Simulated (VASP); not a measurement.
Set up this calculation in VASP 6.6.1, as the native input.

```yaml
Task: single point
Functional: r2SCAN
Potentials_or_basis: VASP PAW PBE potentials, release 64 (Pt)
Cutoff: 520 eV
k_mesh: 19 × 19 × 19
Occupations: fermi-dirac, width 0.1 eV
Spin: no spin polarisation
Dipole_correction: no
Further_INCAR_settings: ALGO = Normal; EDIFF = 1e-06; NBANDS = 11
```

Crystal: Pt.

```xyz
1
Lattice="0.0000 1.9708 1.9708 1.9708 0.0000 1.9708 1.9708 1.9708 0.0000" Properties=species:S:1:pos:R:3 pbc="T T T"
Pt    0.0000    0.0000    0.0000
```

These files were run (other wordings do the same):

POSCAR

```
Pt
1.0
    0.0000000000      1.9707992272      1.9707992272
    1.9707992272      0.0000000000      1.9707992272
    1.9707992272      1.9707992272      0.0000000000
Pt
1
Direct
    0.0000000000      0.0000000000      0.0000000000
```

INCAR.step1

```
SYSTEM = Pt
PREC     = Accurate       ! precision mode
ENCUT    = 520            ! plane-wave cutoff, eV
ISMEAR   = -1             ! smearing method
SIGMA    = 0.1            ! smearing width, eV
LREAL    = .FALSE.        ! projectors in reciprocal space
LASPH    = .TRUE.         ! aspherical terms in the spheres
NELM     = 80             ! most SCF steps
NBANDS   = 11             ! bands
GGA      = PE             ! functional
ALGO     = Normal         ! electronic algorithm
EDIFF    = 1E-4           ! SCF threshold, eV
LWAVE    = .TRUE.         ! write WAVECAR
LCHARG   = .FALSE.        ! write CHGCAR
```

INCAR.step2

```
SYSTEM = Pt
PREC     = Accurate       ! precision mode
ENCUT    = 520            ! plane-wave cutoff, eV
EDIFF    = 1E-6           ! SCF threshold, eV
ISMEAR   = -1             ! smearing method
SIGMA    = 0.1            ! smearing width, eV
LREAL    = .FALSE.        ! projectors in reciprocal space
LASPH    = .TRUE.         ! aspherical terms in the spheres
NELM     = 80             ! most SCF steps
ALGO     = Normal         ! electronic algorithm
ISIF     = 2              ! what is computed and relaxed
LWAVE    = .FALSE.        ! write WAVECAR
LCHARG   = .FALSE.        ! write CHGCAR
METAGGA  = R2SCAN         ! meta-GGA
LMIXTAU  = .TRUE.       
NBANDS   = 11             ! bands
ISTART   = 1
```

KPOINTS

```
Automatic mesh
0
G
  19 19 19
  0 0 0
```

Potentials or basis: VASP PAW PBE potentials, release 64 (Pt).

Run with:

```bash
$ cat potpaw_PBE.64/Pt/POTCAR > POTCAR
$ cp INCAR.step1 INCAR
$ mpirun -np 1 vasp_std > vasp.out
$ cp INCAR.step2 INCAR
$ mpirun -np 1 vasp_std > vasp.out
```

It gave:

```
Pressure               : 0.7 GPa
Band gap on the k mesh : zero (bands 5 and 6 overlap by 2.29 eV)
```

Caveat: the PAW data sets were made with another functional, which shifts forces and pressure a little; spin-orbit coupling is left out, which moves the levels of the heavy elements.

Run time: 2.8 min on 1 thread of Intel Xeon 8259CL, on a shared host, peak memory 0.17 GiB.
